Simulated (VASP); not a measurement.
MgO:

```
Mg O
1.0
     0.00000    2.28201    2.33540
     2.28201    0.00000    2.33540
     2.28201    2.28201    0.00000
Mg O
1 1
Direct
  0.00000 0.00000 0.00000
  0.25000 0.25000 0.25000
```

This cell differs from its parent crystal: uniaxial z strain +2.3%.

Base run:

- Program: VASP 6.6.1
- Functional: HSE06
- Potentials or basis: VASP PAW PBE potentials, release 64 (Mg, O)
- Cutoff: 520 eV
- k mesh: 6 × 6 × 6
- Occupations: gaussian, width 0.01 eV
- Spin: no spin polarisation

Its results: band gap on the k mesh 5.08 eV, direct; pressure -3.0 GPa.

Question: The run is repeated on the same cell with these changes: functional from HSE06 to r2SCAN; k mesh from 6 × 6 × 6 to 10 × 10 × 10. What comes out?

Answer: Band gap on the k mesh 4.16 eV, indirect (the least direct gap lies 3.5 meV higher); pressure -3.4 GPa.

Several settings changed at once, so the effect can't be laid on one alone.

Caveats: the PAW data sets were made with another functional, which shifts forces and pressure a little.

